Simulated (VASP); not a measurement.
# Ba: single point with LDA

Crystal: Ba.

```xyz
1
Lattice="-2.3789 2.3789 2.3789 2.3789 -2.3789 2.3789 2.3789 2.3789 -2.3789" Properties=species:S:1:pos:R:3 pbc="T T T"
Ba    0.0000    0.0000    0.0000
```

```json
{"Program": "VASP 6.6.1", "Task": "single point", "Functional": "LDA", "Potentials or basis": "VASP PAW LDA potentials, release 64 (Ba_sv)", "Cutoff": "520 eV", "k mesh": "9 × 9 × 9", "Occupations": "fermi-dirac, width 0.01 eV", "Spin": "no spin polarisation", "Dipole correction": "no", "Further INCAR settings": "ALGO = Normal; EDIFF = 1e-07; NBANDS = 11"}
```

The pressure is 0.1 GPa and the band gap on the k mesh is zero (band 5 reaches 2.57 eV, above the bottom of band 6 at 1.31 eV).

Levels at points of the mesh, in eV from the Fermi level:
```tsv
k point	band 1	band 2	band 3	band 4	band 5	band 6	band 7	band 8	band 9	band 10
(0.00, 0.00, 0.00)	-28.60	-13.44	-13.44	-13.44	-2.82	1.91	1.91	1.91	3.60	3.60
```

It took 16 s on 1 thread of Intel Xeon 8259CL, with other jobs on the host, peak memory 0.16 GiB.

Caveat: spin-orbit coupling is left out, which moves the levels of the heavy elements.
